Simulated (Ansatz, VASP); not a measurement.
One calculation of Hg, two programs

The input INCAR:

```
PREC = Accurate
ENCUT = 520
EDIFF = 1E-6
ISMEAR = 0
SIGMA = 0.15
LREAL = F
LASPH = T
NELM = 100
ALGO = Fast
ISIF = 2
LWAVE = F
LCHARG = F
GGA = PS
IVDW = 12
NBANDS = 19
```

The input KPOINTS:

```
Automatic mesh
0
Gamma
  18 18 10
```

POSCAR

```
Hg
1.0
    3.1311476280      0.0000000000      0.0000000000
   -1.5655738140      2.7116533888      0.0000000000
    0.0000000000      0.0000000000      5.4375509708
Hg
2
Direct
    0.6666666667      0.3333333333      0.7500000000
    0.3333333333      0.6666666667      0.2500000000
```

Input for Ansatz:

```yaml
crystal:
  lattice:
    - [3.131147628, 0.0, 0.0]
    - [-1.565573814, 2.7116533888, 0.0]
    - [0.0, 0.0, 5.4375509708]
  atoms:
    - { symbol: Hg, position: [0.6666666667, 0.3333333333, 0.75] }
    - { symbol: Hg, position: [0.3333333333, 0.6666666667, 0.25] }
basis:
  ecutwfc: 420
kpoints:
  mp_grid: { grid: [18, 18, 10] }
hamiltonian:
  xc: pbesol
  dispersion: d3bj
scf:
  occupations: { method: gaussian, width: 0.15 }
output:
  forces: true
  stress: true
  eigenvalues: true
```

Alike in both runs: task single point; functional PBEsol; dispersion D3(BJ); k mesh 18 × 18 × 10; occupations gaussian, width 0.15 eV; no spin polarisation.

```csv
,VASP,Ansatz
version,VASP 6.6.1,Ansatz 0.2.0
potentials or method,"VASP PAW PBE potentials, release 64 (Hg), cutoff 520 eV","scalar-relativistic, plane waves, PAW"
valence electrons in the cell,24,40
```

|  | VASP | Ansatz | Ansatz less VASP |
| --- | --- | --- | --- |
| gap on the k mesh at the Fermi level (eV) | none | none | - |
| pressure (GPa) | -2.0 | -2.4 | -0.42 |
| traceless stress, the component that is largest in VASP (GPa) | -0.27 | -0.18 | +0.091 |

VASP's potentials were made for PBE, not for PBEsol. A gap of «none» marks a metal or a gap that the smearing closes. VASP's potentials hold 24 valence electrons a cell and Ansatz's 40, so a difference there can come from the potentials and not from the codes.

Neither program's run includes spin-orbit coupling.
